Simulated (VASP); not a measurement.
A run of VASP 6.6.1 is set up as follows.

File INCAR:

```
SYSTEM = GaN
ALGO = Normal ; EDIFF = 1E-6
ENCUT = 600 ; GGA = CA
GGA_COMPAT = .FALSE. ; ISIF = 2
ISMEAR = 0 ; LASPH = .TRUE.
LCHARG = .TRUE. ; LELF = .TRUE.
LREAL = .FALSE. ; LVHAR = .TRUE.
LWAVE = .FALSE. ; NBANDS = 16
NELM = 120 ; PREC = Accurate
SIGMA = 0.03
```

The input KPOINTS:

```
k-points
0
G
  12 12 12
  0 0 0
```

POSCAR

```
GaN
1.0
    0.0000000000      2.1100000000      2.1100000000
    2.1100000000      0.0000000000      2.1100000000
    2.1100000000      2.1100000000      0.0000000000
Ga N
1 1
Direct
    0.0000000000      0.0000000000      0.0000000000
    0.5000000000      0.5000000000      0.5000000000
```

Potentials or basis: VASP PAW LDA potentials, release 64 (Ga_d, N).

Command:

```sh
$ cat potpaw_LDA.64/Ga_d/POTCAR potpaw_LDA.64/N/POTCAR > POTCAR
$ mpirun -np 1 vasp_std > vasp.out
```

**Question.** Estimate the band gap on the k mesh.

**Answer.** 0.44 eV, indirect (least direct gap 2.89 eV).

**Question.** Predict the pressure.

**Answer.** -5.4 GPa.

A k mesh can miss the band edges. LDA gaps usually lie below the measured ones, often by a third to a half.
